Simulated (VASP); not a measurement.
## Te2Mo: single point with PBE+D3(BJ)

Te2Mo, a slab with vacuum:

```
Te Mo
1.0
     3.49640    0.00000    0.00000
    -1.74820    3.02797    0.00000
     0.00000    0.00000   33.27021
Te Mo
2 1
Direct
  0.33333 0.66667 0.44537
  0.33333 0.66667 0.55463
  0.66667 0.33333 0.50000
```

| Quantity | Value |
| --- | --- |
| Program | VASP 6.6.1 |
| Task | single point |
| Functional | PBE |
| Dispersion | D3(BJ) |
| Potentials or basis | VASP PAW PBE potentials, release 64 (Te, Mo_sv) |
| Cutoff | 520 eV |
| k mesh | 12 × 12 × 1 |
| Occupations | gaussian, width 0.02 eV |
| Spin | no spin polarisation |

```
Largest force              : 0.044 eV/Å
Band gap on the k mesh     : 1.21 eV, direct
Dispersion energy per atom : -0.402 eV
```

Forces in eV/Å, atoms in the order of the input:
```
Te   0.000  0.000 -0.044
Te   0.000  0.000  0.044
Mo   0.000  0.000  0.000
```

Levels at points of the mesh, in eV from the valence-band top:
```csv
k point,band 9,band 10,band 11,band 12,band 13,band 14,band 15,band 16,band 17,band 18
"(0.00, 0.00, 0.00)",-1.60,-1.60,-0.81,-0.81,-0.59,3.23,3.23,3.51,3.51,4.15
"(0.50, 0.00, 0.00)",-3.36,-2.27,-1.73,-0.78,-0.19,1.52,1.81,3.32,3.75,4.00
```

Run time: 2.2 min on 1 thread of Intel(R) Xeon(R) 6975P-C (Granite Rapids) (shared host), peak memory 0.5 GiB.

Caveat: spin-orbit coupling is left out, which moves the levels of the heavy elements.
